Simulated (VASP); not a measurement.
Runs of VASP 6.6.1 on ZnS. The structure is that of space group F-43m (No. 216), or close to it. The cells are those of the table. 

| level | cell | smearing | gap on the mesh (eV) | pressure (GPa) |
| --- | --- | --- | --- | --- |
| r2SCAN | a = 3.810 Å, angles 60.0°, 2 atoms | gaussian 0.01 eV | 2.72 | 0.1 |
| r2SCAN | a = 3.809 Å, angles 60.3°, 2 atoms | gaussian 0.01 eV | 2.65 | (c) |
| PBE | a = 3.810 Å, angles 60.0°, 2 atoms | fermi-dirac 0.02 eV | (b) | (a) |
| PBE | a = 3.809 Å, angles 60.3°, 2 atoms | fermi-dirac 0.02 eV | 2.09 | 1.9 |

Alike in all rows: task single point; potentials or basis VASP PAW PBE potentials, release 64 (Zn, S); no spin polarisation; k mesh 8 × 8 × 8; cutoff (eV) 520.

Question: Fill in the values left out.

Answer: (a) 2.5; (b) 2.15; (c) -0.5.

Caveats: the PAW data sets were made with another functional, which shifts forces and pressure a little (at least some runs).

